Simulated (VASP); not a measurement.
Set up this calculation in VASP 6.6.1, as the native input.

- Task: single point
- Functional: LDA
- Potentials or basis: VASP PAW LDA potentials, release 64 (Ag)
- Cutoff: 520 eV
- k mesh: 17 × 17 × 5
- Occupations: fermi-dirac, width 0.1 eV
- Spin: no spin polarisation
- Dipole correction: no
- Further INCAR settings: ALGO = Normal; EDIFF = 1e-06; NBANDS = 30

The structure of Ag lies in POSCAR:

```
Ag
1.0
    2.8168949102      0.0000000000      0.0000000000
   -1.4084474551      2.4395025520      0.0000000000
    0.0000000000      0.0000000000      9.3175807834
Ag
4
Direct
    0.3333333333      0.6666666667      0.2500000000
    0.6666666667      0.3333333333      0.7500000000
    1.0000000000      0.0000000000      0.0000000000
    1.0000000000      0.0000000000      0.5000000000
```

This isn't the form of Ag at room conditions, which is fcc.

These files were run (other wordings do the same):

INCAR

```
SYSTEM = Ag
ALGO = Normal
EDIFF = 1E-6
ENCUT = 520
ISIF = 2
ISMEAR = -1
LASPH = .True.
LCHARG = .True.
LELF = .True.
LREAL = .False.
LVHAR = .True.
LWAVE = .False.
NBANDS = 30
NELM = 80
PREC = Accurate
SIGMA = 0.1
```

KPOINTS

```
k-points
0
Gamma
  17 17 5
  0 0 0
```

Potentials or basis: VASP PAW LDA potentials, release 64 (Ag).

Command:

```sh
$ cat potpaw_LDA.64/Ag/POTCAR > POTCAR
$ mpirun -np 1 vasp_std > vasp.out
```

It gave:

```yaml
Pressure: 0.2 GPa
Band_gap_on_the_k_mesh: zero (bands 22 and 23 overlap by 6.26 eV)
```

It took 65 s on 1 thread of Intel(R) Xeon(R) Platinum 8559C (Emerald Rapids), with other jobs on the host, peak memory 0.26 GiB.
